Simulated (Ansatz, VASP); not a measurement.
One calculation of NbP, two programs

The input INCAR:

```
SYSTEM = NbP
ALGO = Normal
EDIFF = 1E-6
ENCUT = 500
GGA = PS
GGA_COMPAT = .False.
ISIF = 2
ISMEAR = 0
LASPH = .True.
LCHARG = .False.
LREAL = .False.
LWAVE = .False.
NBANDS = 26
NELM = 120
PREC = Accurate
SIGMA = 0.05
```

File KPOINTS:

```
k-points
0
Gamma
  10 10 8
  0 0 0
```

The input POSCAR:

```
NbP
1.0
    3.3162886790      0.0000000000      0.0000000000
   -1.6581443395      2.8719902423      0.0000000000
    0.0000000000      0.0000000000      6.7163979592
Nb P
2 2
Direct
    0.0000000000      0.0000000000      0.0000000000
    0.0000000000      0.0000000000      0.5000000000
    0.3333333333      0.6666666667      0.2500000000
    0.6666666667      0.3333333333      0.7500000000
```

Input for Ansatz:

```yaml
crystal:
  lattice:
    - [3.316288679, 0.0, 0.0]
    - [-1.6581443395, 2.8719902423, 0.0]
    - [0.0, 0.0, 6.7163979592]
  atoms:
    - { symbol: Nb, position: [0.0, 0.0, 0.0] }
    - { symbol: Nb, position: [0.0, 0.0, 0.5] }
    - { symbol: P, position: [0.3333333333, 0.6666666667, 0.25] }
    - { symbol: P, position: [0.6666666667, 0.3333333333, 0.75] }
basis:
  ecutwfc: 420
  ecutrho_ratio: 4
kpoints:
  mp_grid: { grid: [10, 10, 8] }
hamiltonian:
  xc: pbesol
scf:
  occupations: { method: gaussian, width: 0.05 }
output:
  forces: true
  stress: true
  eigenvalues: true
  populations: true
```

Alike in both runs: task single point; functional PBEsol; k mesh 10 × 10 × 8; occupations gaussian, width 0.05 eV; no spin polarisation.

|  | VASP | Ansatz |
| --- | --- | --- |
| version | VASP 6.6.1 | Ansatz 0.2.0 |
| potentials or method | VASP PAW PBE potentials, release 64 (Nb_sv, P), cutoff 500 eV | scalar-relativistic, plane waves, PAW |
| valence electrons in the cell | 36 | 36 |

Ansatz gave:

```
gap on the k mesh at the Fermi level (eV)                     : none
pressure (GPa)                                                : -5.4
traceless stress, the component that is largest in VASP (GPa) : -0.15
```

Task: Estimate VASP's values.

Result: gap on the k mesh at the Fermi level (eV): none; pressure (GPa): -5.6; traceless stress, the component that is largest in VASP (GPa): -0.15.

VASP's potentials were made for PBE, not for PBEsol. A gap of «none» marks a metal or a gap that the smearing closes. The functional is the same, so the differences come from potentials, cutoffs and numerics.
